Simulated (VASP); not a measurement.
Write the native input for VASP 6.6.1 that does the following.

```yaml
Task: single point
Functional: PBE
Potentials_or_basis: VASP PAW PBE potentials, release 64 (Ba_sv, Zr_sv, O)
Cutoff: 520 eV
k_mesh: 6 × 6 × 6
Occupations: gaussian, width 0.02 eV
Spin: no spin polarisation
Dipole_correction: no
Further_INCAR_settings: ALGO = Normal; EDIFF = 1e-06; NBANDS = 28
```

The structure of BaZrO3 lies in POSCAR:

```
BaZrO3
1.0
    4.0366052912      0.0000000000      0.0000000000
    0.0000000000      4.0366052912      0.0000000000
    0.0000000000      0.0000000000      4.3409357424
Ba Zr O
1 1 3
Direct
    0.0000000000      0.0000000000      0.0000000000
    0.5000000000      0.5000000000      0.5000000000
    0.5000000000      0.0000000000      0.5000000000
    0.5000000000      0.5000000000      0.0000000000
    0.0000000000      0.5000000000      0.5000000000
```

This cell differs from its parent crystal: biaxial strain in the a-b plane: -4.5 %.

These files were run (other wordings do the same):

INCAR

```
SYSTEM = BaZrO3
ALGO     = Normal         ! electronic algorithm
EDIFF    = 1E-6           ! SCF threshold, eV
ENCUT    = 520            ! plane-wave cutoff, eV
GGA      = PE             ! functional
ISIF     = 2              ! what is computed and relaxed
ISMEAR   = 0              ! smearing method
LASPH    = .True.         ! aspherical terms in the spheres
LCHARG   = .False.        ! write CHGCAR
LREAL    = .False.        ! projectors in reciprocal space
LWAVE    = .False.        ! write WAVECAR
NBANDS   = 28             ! bands
NELM     = 60             ! most SCF steps
PREC     = Accurate       ! precision mode
SIGMA    = 0.02           ! smearing width, eV
```

KPOINTS

```
k-points
0
Gamma
  6 6 6
  0 0 0
```

Potentials or basis: VASP PAW PBE potentials, release 64 (Ba_sv, Zr_sv, O).

Command:

```sh
$ cat potpaw_PBE.64/Ba_sv/POTCAR potpaw_PBE.64/Zr_sv/POTCAR potpaw_PBE.64/O/POTCAR > POTCAR
$ mpirun -np 1 vasp_std > vasp.out
```

Results of the run:

- Pressure: 14.1 GPa
- Band gap on the k mesh: 3.10 eV, indirect (least direct gap 3.28 eV)

Caveat: the cell differs from its parent crystal (biaxial strain in the a-b plane: -4.5 %); spin-orbit coupling is left out, which moves the levels of the heavy elements.

It took 42 s on 1 thread of AMD EPYC 9R45 96-Core Processor (Zen 5) (shared host), peak memory 0.19 GiB.
